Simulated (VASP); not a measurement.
Set up this calculation in VASP 6.6.1, as the native input.

```
Task                   : single point
Functional             : PBE
Potentials or basis    : VASP PAW PBE potentials, release 64 (Si, Ti_sv)
Cutoff                 : 520 eV
k mesh                 : 2 × 2 × 2
Occupations            : fermi-dirac, width 0.02 eV
Spin                   : no spin polarisation
Dipole correction      : no
Further INCAR settings : LREAL = Auto; ALGO = Normal; EDIFF = 1e-06; NBANDS = 52
```

The structure of TiSi16 (a cell with a defect) lies in POSCAR:

```
TiSi16
1.0
    0.0000000000      5.4300000000      5.4300000000
    5.4300000000      0.0000000000      5.4300000000
    5.4300000000      5.4300000000      0.0000000000
Si Ti
16 1
Direct
    0.0431808471     -0.0145972376     -0.0140495396
    0.1355029466      0.1264697974      0.1268723757
   -0.0106860037      0.0103114180      0.5004211786
    0.1356414365      0.1264254144      0.6115500921
   -0.0105976059      0.4999937385      0.0107001842
    0.1354477901      0.6112439227      0.1268765193
   -0.0105542357      0.4999813076      0.5003597606
    0.0810547882      0.6394778085      0.6399960405
    0.5097329650      0.0117504604      0.0108944751
    0.6722143646      0.1100016575      0.1088633517
    0.5098512891      0.0117290055      0.4676137201
    0.6169783610      0.1514505525      0.6158269797
    0.5097940147      0.4686400552      0.0108172192
    0.6167996317      0.6168918969      0.1503926335
    0.4535475138      0.5160224678      0.5153007366
    0.6169384899      0.6168060773      0.6159141805
    0.4682923573      0.8446238490      0.8435468692
```

The input as run:

INCAR

```
SYSTEM = TiSi16
  ALGO = Normal
  EDIFF = 1E-6
  ENCUT = 520
  GGA = PE
  ISIF = 2
  ISMEAR = -1
  LASPH = .TRUE.
  LCHARG = .FALSE.
  LREAL = Auto
  LWAVE = .FALSE.
  NBANDS = 52
  NELM = 100
  PREC = Accurate
  SIGMA = 0.02
```

KPOINTS

```
k-points
0
G
  2 2 2
  0 0 0
```

Potentials or basis: VASP PAW PBE potentials, release 64 (Si, Ti_sv).

Run with:

```console
$ cat potpaw_PBE.64/Si/POTCAR potpaw_PBE.64/Ti_sv/POTCAR > POTCAR
$ mpirun -np 1 vasp_std > vasp.out
```

It gave:

* Pressure: 4.4 GPa
* Largest force: 2.076 eV/Å
* Band gap on the k mesh: zero (band 38 reaches 6.93 eV, above the bottom of band 39 at 6.62 eV)

Caveat: the k points lie up to 0.50 Å⁻¹ apart.

It took 3.1 min on 1 thread of Intel(R) Xeon(R) 6975P-C (Granite Rapids), with other jobs on the host, peak memory 0.49 GiB.
